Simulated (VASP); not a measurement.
# Ir16Au: relaxation of the atoms with PBE+D3(BJ)

The system is Ir16Au, a slab with vacuum.

```
CELL_PARAMETERS angstrom
5.43132 0.00000 0.00000
-2.71566 4.70366 0.00000
0.00000 0.00000 25.65198
ATOMIC_POSITIONS crystal
Ir 0.33333 0.16667 0.33136
Ir 0.33333 0.66667 0.33136
Ir 0.83333 0.16667 0.33136
Ir 0.83333 0.66667 0.33136
Ir 0.66667 0.33333 0.41780
Ir 0.66667 0.83333 0.41780
Ir 0.16667 0.33333 0.41780
Ir 0.16667 0.83333 0.41780
Ir 0.00000 0.50000 0.50300
Ir 0.00000 0.00000 0.50300
Ir 0.50000 0.50000 0.50300
Ir 0.50000 0.00000 0.50300
Ir 0.33333 0.66667 0.58830
Ir 0.33333 0.16667 0.58830
Ir 0.83333 0.66667 0.58830
Ir 0.83333 0.16667 0.58830
Au 0.33333 0.66667 0.69668
```

| Item | Value |
| --- | --- |
| Program | VASP 6.6.1 |
| Task | relaxation of the atoms |
| Functional | PBE |
| Dispersion | D3(BJ) |
| Potentials or basis | VASP PAW PBE potentials, release 64 (Ir, Au) |
| Cutoff | 520 eV |
| k mesh | 6 × 6 × 1 |
| Occupations | gaussian, width 0.1 eV |
| Spin | no spin polarisation |
| Dipole correction | yes |
| Atoms held fixed (from 0) | [0, 1, 2, 3, 4, 5, 6, 7] |
| Further INCAR settings | LREAL = Auto; ALGO = Normal; EDIFF = 1e-06; IBRION = 2; EDIFFG = -0.03; NSW = 90 |

```
Energy gained by relaxing  : 17.6 meV/atom
Ionic steps                : 16
Band gap on the k mesh     : zero (an odd number of electrons rules out a gap without spin polarisation)
Dispersion energy per atom : -0.541 eV
```

The path:
| step | energy change (eV) | largest force on free atoms (eV/Å) | pressure (GPa) |
| --- | --- | --- | --- |
| 1 | 0.0000 | 1.7025 | -2.66 |
| 2 | -0.1737 | 1.1421 | -2.78 |
| 3 | -0.2149 | 0.8188 | -2.77 |
| 4 | -0.2152 | 0.7021 | -2.77 |
| 5 | -0.2535 | 0.5483 | -2.75 |
| 6 | -0.2714 | 0.3857 | -2.69 |
| 7 | -0.2905 | 0.1674 | -2.69 |
| 8 | -0.2905 | 0.1697 | -2.69 |
| 9 | -0.2961 | 0.1002 | -2.61 |
| 10 | -0.2964 | 0.1024 | -2.59 |
| 11 | -0.2984 | 0.0960 | -2.47 |
| 12 | -0.2985 | 0.1039 | -2.45 |
| 13 | -0.2994 | 0.0471 | -2.38 |
| 14 | -0.2994 | 0.0489 | -2.38 |
| 15 | -0.2994 | 0.0368 | -2.36 |
| 16 | -0.2995 | 0.0073 | -2.37 |

Final structure:
```
Ir Au
1.0
     5.43132    0.00000    0.00000
    -2.71566    4.70366    0.00000
     0.00000    0.00000   25.65198
Ir Au
16 1
Direct
  0.33333 0.16667 0.33136
  0.33333 0.66667 0.33136
  0.83333 0.16667 0.33136
  0.83333 0.66667 0.33136
  0.66667 0.33333 0.41780
  0.66667 0.83333 0.41780
  0.16667 0.33333 0.41780
  0.16667 0.83333 0.41780
  0.99988 0.49994 0.50357
  0.00000 0.00000 0.50350
  0.50006 0.49994 0.50357
  0.50006 0.00012 0.50357
  0.33333 0.66667 0.58755
  0.33341 0.16670 0.58905
  0.83330 0.66659 0.58905
  0.83330 0.16670 0.58905
  0.33333 0.66667 0.68534
```

Levels at points of the mesh, in eV from the Fermi level:
| k point | band 76 | band 77 | band 78 | band 79 | band 80 | band 81 | band 82 | band 83 |
| --- | --- | --- | --- | --- | --- | --- | --- | --- |
| (0.00, 0.00, 0.00) | 0.61 | 0.74 | 0.74 | 0.88 | 0.89 | 0.89 | 1.10 | 1.13 |
| (0.50, 0.00, 0.00) | -0.83 | -0.83 | -0.58 | -0.56 | -0.18 | 0.05 | 0.06 | 0.20 |

Run time: 22 min on 1 × NVIDIA H100 80GB with 1 thread of AMD EPYC 7R13 Processor (Zen 3), on a shared host, peak memory 1.7 GiB.

Caveat: spin-orbit coupling is left out, which moves the levels of the heavy elements.
